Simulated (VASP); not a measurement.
Wanted: the native input for a VASP 6.6.1 run.

```
Task                   : single point
Functional             : r2SCAN
Potentials or basis    : VASP PAW PBE potentials, release 64 (Sc_sv, Al)
Cutoff                 : 520 eV
k mesh                 : 8 × 8 × 8
Occupations            : gaussian, width 0.1 eV
Spin                   : no spin polarisation
Dipole correction      : no
Further INCAR settings : ALGO = Normal; EDIFF = 1e-06; NBANDS = 26
```

ScAl2:

```xyz
6
Lattice="0.0000 3.6265 3.6265 3.6265 0.0000 3.6265 3.7877 3.7877 -0.1612" Properties=species:S:1:pos:R:3 pbc="T T T"
Sc    3.7016    3.7016    3.5515
Sc    5.5663    5.5663    5.3134
Al    0.9268    0.9268    0.8865
Al    0.9268    2.7401    2.6998
Al    2.7401    0.9268    2.6998
Al    2.8206    2.8206    0.8059
```

This cell differs from its parent crystal: biaxial strain in the a-b plane: -4.0 %.

These files were run (other wordings do the same):

POSCAR

```
ScAl2
1.0
    0.0000000000      3.6265465775      3.6265465775
    3.6265465775      0.0000000000      3.6265465775
    3.7877264254      3.7877264254     -0.1611798479
Sc Al
2 4
Direct
    0.5007190807      0.5007190807      0.4978427578
    0.7492809193      0.7492809193      0.7521572422
    0.1250000000      0.1250000000      0.1250000000
    0.6250000000      0.1250000000      0.1250000000
    0.1250000000      0.6250000000      0.1250000000
    0.1250000000      0.1250000000      0.6250000000
```

INCAR.step1

```
ALGO = Normal ; EDIFF = 1E-4
ENCUT = 520 ; GGA = PE
ISMEAR = 0 ; LASPH = True
LCHARG = False ; LREAL = False
LWAVE = True ; NBANDS = 26
NELM = 100 ; PREC = Accurate
SIGMA = 0.1
```

INCAR.step2

```
ALGO = Normal ; EDIFF = 1E-6
ENCUT = 520 ; ISIF = 2
ISMEAR = 0 ; ISTART = 1
LASPH = True ; LCHARG = False
LMIXTAU = True ; LREAL = False
LWAVE = False ; METAGGA = R2SCAN
NBANDS = 26 ; NELM = 100
PREC = Accurate ; SIGMA = 0.1
```

KPOINTS

```
k-points
0
Gamma
  8 8 8
```

Potentials or basis: VASP PAW PBE potentials, release 64 (Sc_sv, Al).

Launch:

```bash
$ cat potpaw_PBE.64/Sc_sv/POTCAR potpaw_PBE.64/Al/POTCAR > POTCAR
$ cp INCAR.step1 INCAR
$ mpirun -np 1 vasp_std > vasp.out
$ cp INCAR.step2 INCAR
$ mpirun -np 1 vasp_std > vasp.out
```

It gave:

```json
{
 "Pressure": "6.7 GPa",
 "Largest force": "0.088 eV/Å",
 "Band gap on the k mesh": "zero (bands 17 and 18 overlap by 2.52 eV)"
}
```

Caveat: the cell differs from its parent crystal (biaxial strain in the a-b plane: -4.0 %); the cell stands under pressure; the PAW data sets were made with another functional, which shifts forces and pressure a little.

Wall time 8.6 min on 1 thread of AMD EPYC 9R45 96-Core Processor (Zen 5) (shared host), peak memory 0.32 GiB.
